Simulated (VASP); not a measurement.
Crystal: AlFe4.

```xyz
5
Lattice="4.0514 0.0000 0.0000 0.0000 4.0514 0.0000 0.0000 0.0000 4.0514" Properties=species:S:1:pos:R:3 pbc="T T T"
Al    0.0000    0.0000    0.0000
Fe    2.0257    0.0000    0.0000
Fe    0.0000    2.0257    0.0000
Fe    0.0000    0.0000    2.0257
Fe    2.0257    2.0257    2.0257
```

The cell was generated, and may not be a known phase.

```yaml
Program: VASP 6.6.1
Task: relaxation of cell and atoms
Functional: PBE
Potentials_or_basis: VASP PAW PBE potentials, release 64 (Al, Fe)
Cutoff: 600 eV
k_mesh: 4 × 4 × 4
Occupations: gaussian, width 0.1 eV
Spin: collinear spin, ferromagnetic start
Starting_moments: "[0.0, 4.0, 4.0, 4.0, 4.0] μB"
```

At the start: pressure 20.5 GPa; volume 13.30 Å³/atom.

How do energy, volume and symmetry change on relaxing?

Over 4 steps the energy falls by 140.7 meV/atom and the volume is 15.71 Å³/atom (+18.2 %); space group Pm-3m (No. 221, to 0.1 Å) before and after; moment 10.06 μB per cell.

Step by step:
```csv
step,energy change (eV),largest force (eV/Å),pressure (GPa),volume (Å³)
1,0.0000,0.0000,20.53,66.50
2,-0.6069,0.0000,-4.39,84.28
3,-0.7032,0.0000,-0.45,78.91
4,-0.7037,0.0000,-0.05,78.57
```

Final structure:
```
CELL_PARAMETERS angstrom
4.28310 0.00000 0.00000
0.00000 4.28310 0.00000
0.00000 0.00000 4.28310
ATOMIC_POSITIONS crystal
Al 0.00000 0.00000 0.00000
Fe 0.50000 0.00000 0.00000
Fe 0.00000 0.50000 0.00000
Fe 0.00000 0.00000 0.50000
Fe 0.50000 0.50000 0.50000
```

Caveat: the k points lie up to 0.37 Å⁻¹ apart in the final cell; the volume moved by over 15 % at a fixed basis, so the end points are rough.
